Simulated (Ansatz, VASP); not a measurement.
## One calculation of Pt, two programs

```
Pt
1.0
     5.18075    0.00000    0.00000
     0.00000    5.18075    0.00000
     0.00000    0.00000    5.18075
Pt
7
Direct
  0.50000 0.50000 0.00000
  0.00000 0.50000 0.50000
  0.50000 0.00000 0.50000
  0.50000 0.50000 0.50000
  0.50000 0.00000 0.00000
  0.00000 0.50000 0.00000
  0.00000 0.00000 0.50000
```

Alike in both runs: functional PBE; k mesh 8 × 8 × 8; occupations gaussian, width 0.1 eV; no spin polarisation.

Ansatz relaxed the structure, and its values are those at the end. VASP's run is a single point on that final structure, the one shown.

|  | VASP | Ansatz |
| --- | --- | --- |
| version | VASP 6.6.1 | Ansatz 0.2.0 |
| potentials or method | VASP PAW PBE potentials, release 64 (Pt), cutoff 520 eV | scalar-relativistic, plane waves, PAW |
| valence electrons in the cell | 70 | 126 |

|  | VASP | Ansatz | Ansatz less VASP |
| --- | --- | --- | --- |
| gap on the k mesh at the Fermi level (eV) | none | none | - |
| pressure (GPa) | -0.4 | 0.0 | +0.39 |

A gap of «none» marks a metal or a gap that the smearing closes. VASP's potentials hold 70 valence electrons a cell and Ansatz's 126, so a difference there can come from the potentials and not from the codes.

Spin-orbit coupling is off throughout.
